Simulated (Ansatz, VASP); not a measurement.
## Two plane-wave programs on LiF

```
Li F
1.0
     0.00000    2.18790    1.70656
     2.18790    0.00000    1.70656
     2.18790    2.18790    0.00000
Li F
1 1
Direct
  0.00000 0.00000 0.00000
  0.50000 0.50000 0.50000
```

Alike in both runs: task single point; functional LDA; k mesh 12 × 12 × 12; occupations gaussian, width 0.05 eV; no spin polarisation.

|  | VASP | Ansatz |
| --- | --- | --- |
| version | VASP 6.6.1 | Ansatz 0.2.0 |
| potentials or method | VASP PAW LDA potentials, release 64 (Li_sv, F), cutoff 520 eV | scalar-relativistic, plane waves, PAW |
| valence electrons in the cell | 10 | 10 |

VASP gave:

```
gap on the k mesh at the Fermi level (eV) : 8.39
least direct gap on the mesh (eV)         : 8.39
```

Question: Which values does Ansatz return?

Answer: gap on the k mesh at the Fermi level (eV): 8.41; least direct gap on the mesh (eV): 8.41.

LDA's correlation is that of Perdew and Zunger in VASP and of Perdew and Wang (1992) in Ansatz.

Noted on VASP's run: the cutoff is short for stress, so the pressure is rough.
